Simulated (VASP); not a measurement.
Wanted: the native input for a VASP 6.6.1 run.

* Task: single point
* Functional: PBE
* Potentials or basis: VASP PAW PBE potentials, release 64 (Ta_pv)
* Cutoff: 520 eV
* k mesh: 15 × 15 × 8
* Occupations: gaussian, width 0.1 eV
* Spin: no spin polarisation
* Dipole correction: no
* Further INCAR settings: ALGO = Normal; EDIFF = 1e-06; NBANDS = 18

The structure of Ta lies in POSCAR:

```
Ta
1.0
    2.9003720726      0.0000000000      0.0000000000
   -1.4501860363      2.5117958953      0.0000000000
    0.0000000000      0.0000000000      5.1662740000
Ta
2
Direct
    0.6666666700      0.3333333300      0.7500000000
    0.3333333300      0.6666666700      0.2674206788
```

This cell differs from its parent crystal: one atom moved.

These files were run (other wordings do the same):

INCAR

```
  ALGO = Normal
  EDIFF = 1E-6
  ENCUT = 520
  GGA = PE
  ISIF = 2
  ISMEAR = 0
  LASPH = T
  LCHARG = F
  LREAL = F
  LWAVE = F
  NBANDS = 18
  NELM = 60
  PREC = Accurate
  SIGMA = 0.1
```

KPOINTS

```
k-points
0
Gamma
  15 15 8
```

Potentials or basis: VASP PAW PBE potentials, release 64 (Ta_pv).

Launch:

```bash
$ cat potpaw_PBE.64/Ta_pv/POTCAR > POTCAR
$ mpirun -np 1 vasp_std > vasp.out
```

It gave:

```json
{
  "Pressure": "-0.2 GPa",
  "Largest force": "1.010 eV/Å",
  "Band gap on the k mesh": "zero (bands 11 and 12 overlap by 2.09 eV)"
}
```

Caveat: the cell differs from its parent crystal (one atom moved); spin-orbit coupling is left out, which moves the levels of the heavy elements; forces of over 1 eV/Å act on the atoms, so gaps and moduli don't describe the material at rest.

It took 2.2 min on 1 thread of Intel Xeon 8259CL, with other jobs on the host, peak memory 0.24 GiB.
